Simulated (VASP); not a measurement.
Runs of VASP 6.6.1 on Sn. The structure is that of space group I4_1/amd (No. 141), or close to it. The cells are those of the table. 

```tsv
cell	further INCAR settings	gap on the mesh (eV)	pressure (GPa)
a = 4.469, b = 4.469, c = 5.299 Å, angles 53.6, 53.6, 72.7°, 2 atoms	ALGO = Fast; EDIFF = 1e-06; NBANDS = 21	none	0.2
a = 5.111, b = 5.111, c = 4.010 Å, angles 66.9, 66.9, 46.2°, 2 atoms	ALGO = Fast; EDIFF = 1e-06; NBANDS = 21	none	1.8
a = 4.771, b = 4.771, c = 4.319 Å, angles 63.1, 63.1, 53.8°, 2 atoms	ALGO = Fast; EDIFF = 1e-06; NBANDS = 21	none	(c)
a = 4.472, b = 4.472, c = 4.986 Å, angles 56.1, 56.1, 67.8°, 2 atoms	ALGO = Fast; EDIFF = 1e-06; NBANDS = 21	none	(a)
a = 4.534, b = 4.534, c = 4.719 Å, angles 58.6, 58.6, 62.7°, 2 atoms	ALGO = Fast; EDIFF = 1e-06; NBANDS = 21	none	3.1
a = 5.008, b = 5.008, c = 4.089 Å, angles 65.9, 65.9, 48.2°, 2 atoms	ALGO = Fast; EDIFF = 1e-06; NBANDS = 21	none	2.4
a = 4.674, b = 4.674, c = 4.446 Å, angles 61.6, 61.6, 56.8°, 2 atoms	ALGO = Fast; EDIFF = 1e-07; NBANDS = 21	none	3.1
a = 4.497, b = 4.497, c = 4.845 Å, angles 57.4, 57.4, 65.2°, 2 atoms	ALGO = Fast; EDIFF = 1e-06; NBANDS = 21	none	2.8
a = 4.877, b = 4.877, c = 4.206 Å, angles 64.5, 64.5, 51.1°, 2 atoms	ALGO = Fast; EDIFF = 1e-07; NBANDS = 21	none	2.9
a = 4.462, b = 4.462, c = 5.152 Å, angles 54.7, 54.7, 70.5°, 2 atoms	ALGO = Fast; EDIFF = 1e-07; NBANDS = 21	none	(b)
```

Alike in all rows: task single point; level PBE; potentials or basis VASP PAW PBE potentials, release 64 (Sn_d); no spin polarisation; k mesh 14 × 14 × 14; cutoff (eV) 520; smearing gaussian 0.15 eV.

Q: Estimate the missing entries.

A: (a) 2.2; (b) 1.2; (c) 3.0.

Caveats: spin-orbit coupling is left out, which moves the levels of the heavy elements.

A k mesh can miss the band edges, and the runs leave out spin-orbit coupling on Sn.

A gap of «none» marks levels without a gap at the run's occupations.
